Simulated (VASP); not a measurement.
A run of VASP 6.6.1 is set up as follows.

The input INCAR:

```
ALGO = Normal
EDIFF = 1E-6
ENCUT = 520
GGA = PE
ISIF = 2
ISMEAR = -1
LASPH = True
LCHARG = False
LREAL = False
LWAVE = False
NBANDS = 35
NELM = 80
PREC = Accurate
SIGMA = 0.02
```

File KPOINTS:

```
k-points
0
Gamma
  12 12 2
```

File POSCAR:

```
MoS2
1.0
    3.2047501286      0.0000000000      0.0000000000
   -1.6023750643      2.7753950241      0.0000000000
    0.0000000000      0.0000000000     12.3737164794
Mo S
2 4
Direct
    0.3333333333      0.6666666667      0.2500000000
    0.6666666667      0.3333333333      0.7500000000
    0.6666666667      0.3333333333      0.3749062020
    0.6666666667      0.3333333333      0.1250937980
    0.3333333333      0.6666666667      0.8749062020
    0.3333333333      0.6666666667      0.6250937980
```

Potentials or basis: VASP PAW PBE potentials, release 64 (Mo_sv, S).

Command:

```console
$ cat potpaw_PBE.64/Mo_sv/POTCAR potpaw_PBE.64/S/POTCAR > POTCAR
$ mpirun -np 1 vasp_std > vasp.out
```

(1) What does it give for the largest force?

(2) Predict the band gap on the k mesh.

(3) What does it give for the pressure?

Answers

(1) 0.090 eV/Å.

(2) 0.82 eV, indirect (least direct gap 1.53 eV).

(3) 0.5 GPa.

Caveat: the cell differs from its parent crystal (epitaxial xy strain +1.0%); this functional lacks dispersion, which binds the layers, so the pressure and a relaxed spacing across them are unreliable.
